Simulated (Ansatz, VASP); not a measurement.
## Ni: VASP beside Ansatz

INCAR

```
SYSTEM = Ni
PREC = Accurate
ENCUT = 520
EDIFF = 1E-6
ISMEAR = -1
SIGMA = 0.05
LREAL = .FALSE.
LASPH = .TRUE.
NELM = 150
ALGO = Normal
ISIF = 2
LWAVE = .FALSE.
LCHARG = .TRUE.
ISPIN = 2
MAGMOM = 0.8
LORBIT = 11
NUPDOWN = 0.8
LMAXMIX = 4
GGA = PE
LELF = .TRUE.
LVHAR = .TRUE.
NBANDS = 15
```

Contents of KPOINTS:

```
regular mesh
0
G
  11 11 11
  0 0 0
```

File POSCAR:

```
Ni
1.0
   -1.3837154700      1.3837154700      1.3837154700
    1.3837154700     -1.3837154700      1.3837154700
    1.3837154700      1.3837154700     -1.3837154700
Ni
1
Direct
    0.0000000000      0.0000000000      0.0000000000
```

The input input.yaml:

```yaml
crystal:
  lattice:
    - [-1.38371547, 1.38371547, 1.38371547]
    - [1.38371547, -1.38371547, 1.38371547]
    - [1.38371547, 1.38371547, -1.38371547]
  atoms:
    - { symbol: Ni, position: [0.0, 0.0, 0.0], spin: 0.8 }
hamiltonian:
  xc: pbe
  pseudopotentials: { kind: paw }
magnetization:
  spin_polarized: true
  initial_magnetization: 0.8
  spin_locking: { lock_magnetization: hard }
kpoints:
  mp_grid: { grid: [11, 11, 11] }
scf:
  occupations: { method: fermi_dirac, width: 0.05 }
  lower_state_search: "off"
output:
  forces: true
  stress: true
  eigenvalues: true
  write_density: true
  write_potential: true
  elf: true
  volumetric_format: npy
```

Alike in both runs: task single point; functional PBE; k mesh 11 × 11 × 11; occupations fermi-dirac, width 0.05 eV; collinear spin; fixed moment 0.8 μB.

|  | VASP | Ansatz |
| --- | --- | --- |
| version | VASP 6.6.1 | Ansatz 0.2.0 |
| potentials or method | VASP PAW PBE potentials, release 64 (Ni) | Ansatz PAW |
| plane-wave cutoff (eV) | 520 | 420 |
| valence electrons in the cell | 10 | 18 |

Ansatz gave:

- pressure (GPa): 9.9
- net moment per atom (μB): 0.80
- size of the moment on the site where the two differ most (μB): 0.82

Task: Estimate VASP's values.

Result: Pressure (GPa): 9.8; net moment per atom (μB): 0.80; size of the moment on the site where the two differ most (μB): 0.80.

Site moments also hang on the region over which each program counts them. With one functional, cell and mesh, what is left measures potentials, basis and numerics. VASP's potentials hold 10 valence electrons a cell and Ansatz's 18, so a difference there can come from the potentials and not from the codes.
